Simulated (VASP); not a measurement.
Wanted: the native input for a VASP 6.6.1 run.

```
Task                   : relaxation of cell and atoms
Functional             : revPBE
Potentials or basis    : VASP PAW PBE potentials, release 64 (Lu)
Cutoff                 : 600 eV
k mesh                 : 11 × 11 × 11
Occupations            : fermi-dirac, width 0.1 eV
Spin                   : no spin polarisation
Dipole correction      : no
Further INCAR settings : ALGO = Normal; EDIFF = 1e-07; IBRION = 2; EDIFFG = -0.01; NSW = 80; ISIF = 3
```

The structure of Lu lies in POSCAR:

```
Lu
1.0
    0.0000000000      2.4523337552      2.4523337552
    2.4523337552      0.0000000000      2.4523337552
    2.4523337552      2.4523337552      0.0000000000
Lu
1
Direct
    0.0000000000      0.0000000000      0.0000000000
```

The input as run:

INCAR

```
SYSTEM = Lu
PREC = Accurate ; ENCUT = 600
EDIFF = 1E-7 ; ISMEAR = -1
SIGMA = 0.1 ; LREAL = .FALSE.
LASPH = .TRUE. ; NELM = 100
ALGO = Normal ; ISIF = 3
LWAVE = .FALSE. ; LCHARG = .FALSE.
GGA = RE ; IBRION = 2
NSW = 80 ; EDIFFG = -0.01
```

KPOINTS

```
regular mesh
0
G
  11 11 11
  0 0 0
```

Potentials or basis: VASP PAW PBE potentials, release 64 (Lu).

Command:

```sh
$ cat potpaw_PBE.64/Lu/POTCAR > POTCAR
$ mpirun -np 1 vasp_std > vasp.out
```

It gave:

```
Relaxed volume                         : 30.29 Å³/atom
Relaxed cell                           : a = 3.499 Å, b = 3.499 Å, c = 3.499 Å, α = 60.00°, β = 60.00°, γ = 60.00°
Space group after relaxing (to 0.05 Å) : Fm-3m (No. 225)
Energy gained by relaxing              : 2.6 meV/atom
Ionic steps                            : 3
Pressure after relaxing                : 0.0 GPa
```

Caveat: the PAW data sets were made with another functional, which shifts forces and pressure a little.

It took 43 s on 1 thread of Intel(R) Xeon(R) 6975P-C (Granite Rapids), with other jobs on the host, peak memory 0.19 GiB.
